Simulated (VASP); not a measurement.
Here is a VASP 6.6.1 calculation.

INCAR

```
PREC = Accurate
ENCUT = 600
EDIFF = 1E-6
ISMEAR = 0
SIGMA = 0.1
LREAL = False
LASPH = True
NELM = 100
ALGO = Normal
ISIF = 3
LWAVE = False
LCHARG = False
GGA = PS
IBRION = 2
NSW = 70
EDIFFG = -0.008
PSTRESS = -20.0
```

KPOINTS

```
Automatic mesh
0
Gamma
  14 14 10
```

File POSCAR:

```
TiAl
1.0
    2.8122437139      0.0000000000      0.0000000000
    0.0000000000      2.8122437139      0.0000000000
    0.0000000000      0.0000000000      4.0665982999
Ti Al
1 1
Direct
    0.5000000000      0.5000000000      0.5000000000
    0.0000000000      0.0000000000      0.0000000000
```

Potentials or basis: VASP PAW PBE potentials, release 64 (Ti_sv, Al).

The run is started by

```bash
$ cat potpaw_PBE.64/Ti_sv/POTCAR potpaw_PBE.64/Al/POTCAR > POTCAR
$ mpirun -np 1 vasp_std > vasp.out
```

Task: What does it give for the relaxed cell?

Result: a = 2.811 Å, b = 2.811 Å, c = 4.065 Å, α = 90.00°, β = 90.00°, γ = 90.00°.

Task: Predict the space group after relaxing (to 0.1 Å).

Result: P4/mmm (No. 123).

Task: What does it give for the band gap on the k mesh?

Result: Zero (an odd number of electrons rules out a gap without spin polarisation).

The path:
```csv
step,energy change (eV),largest force (eV/Å),pressure (GPa),volume (Å³)
1,0.0000,0.0000,-2.21,32.16
2,-0.0012,0.0000,-1.85,32.07
3,-0.0007,0.0000,-1.99,32.11
```

Caveat: the cell is relaxed towards a set pressure, so the run minimises the enthalpy, not the energy; the PAW data sets were made with another functional, which shifts forces and pressure a little.
